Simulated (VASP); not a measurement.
Input of a VASP 6.6.1 run:

Contents of INCAR:

```
PREC = Accurate ; ENCUT = 520
EDIFF = 1E-6 ; ISMEAR = -1
SIGMA = 0.05 ; LREAL = False
LASPH = True ; NELM = 80
ALGO = Normal ; ISIF = 2
LWAVE = False ; LCHARG = False
NBANDS = 20
```

File KPOINTS:

```
regular mesh
0
Gamma
  11 11 10
```

Contents of POSCAR:

```
TaRu
1.0
    3.0530000000      0.0000000000      0.0000000000
    0.0000000000      3.0530000000      0.0000000000
    0.0000000000      0.0000000000      3.4567800000
Ta Ru
1 1
Direct
    0.5000000000      0.5000000000      0.5000000000
    0.0000000000      0.0000000000      0.0000000000
```

Potentials or basis: VASP PAW LDA potentials, release 64 (Ta_pv, Ru_pv).

Launch:

```bash
$ cat potpaw_LDA.64/Ta_pv/POTCAR potpaw_LDA.64/Ru_pv/POTCAR > POTCAR
$ mpirun -np 1 vasp_std > vasp.out
```

Problem. What does it give for the pressure?

Solution. -14.1 GPa.

Stress tensor (GPa, compression positive):
```
-13.89   0.00   0.00
  0.00 -13.89   0.00
  0.00   0.00 -14.64
```

Caveat: the cell differs from its parent crystal (zz strain of +2 %).
